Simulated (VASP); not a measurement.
Runs of VASP 6.6.1 on CdSe. The structure is that of space group F-43m (No. 216), or close to it. The cells are those of the table. 

| cell | gap on the mesh (eV) | pressure (GPa) |
| --- | --- | --- |
| a = 4.380 Å, angles 60.0°, 2 atoms | 0.49 | 0.3 |
| a = 4.303 Å, angles 60.0°, 2 atoms | 0.60 | (b) |
| a = 4.342 Å, angles 60.0°, 2 atoms | 0.55 | 1.6 |
| a = 4.223 Å, angles 60.0°, 2 atoms | (c) | 6.8 |
| a = 4.418 Å, angles 60.0°, 2 atoms | 0.44 | (a) |

Alike in all rows: task single point; level PBE; potentials or basis VASP PAW PBE potentials, release 64 (Cd, Se); no spin polarisation; k mesh 6 × 6 × 6; cutoff (eV) 520; smearing gaussian 0.01 eV.

Problem. Estimate the missing entries.

Solution. (a) -0.8; (b) 3.1; (c) 0.72.

A k mesh can miss the band edges, and the runs leave out spin-orbit coupling on Cd, Se.
